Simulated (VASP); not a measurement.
GaGe: single point with r2SCAN

Crystal: GaGe.

```
Ge Ga
1.0
     0.00000    2.87839    2.87839
     2.87839    0.00000    2.87839
     2.87839    2.87839    0.00000
Ge Ga
1 1
Direct
  0.00000 0.00000 0.00000
  0.25000 0.25000 0.25000
```

| Property | Result |
| --- | --- |
| Program | VASP 6.6.1 |
| Task | single point |
| Functional | r2SCAN |
| Potentials or basis | VASP PAW PBE potentials, release 64 (Ge_d, Ga_d) |
| Cutoff | 520 eV |
| k mesh | 8 × 8 × 8 |
| Occupations | fermi-dirac, width 0.05 eV |
| Spin | no spin polarisation |

The pressure is -1.1 GPa.

Levels at points of the mesh, in eV from the Fermi level:
| k point | band 11 | band 12 | band 13 | band 14 | band 15 | band 16 | band 17 | band 18 |
| --- | --- | --- | --- | --- | --- | --- | --- | --- |
| (0.00, 0.00, 0.00) | -11.09 | 1.81 | 1.81 | 1.81 | 2.77 | 4.67 | 4.67 | 4.67 |
| (0.50, 0.00, 0.00) | -8.97 | -5.61 | 0.40 | 0.40 | 2.54 | 5.73 | 5.73 | 8.87 |
| (0.50, 0.50, 0.00) | -7.82 | -6.05 | -1.35 | -1.35 | 2.65 | 2.76 | 11.92 | 11.92 |

Run time: 54 s on 1 thread of Intel(R) Xeon(R) 6975P-C (Granite Rapids), with other jobs on the host, peak memory 0.18 GiB.

Caveat: the PAW data sets were made with another functional, which shifts forces and pressure a little.
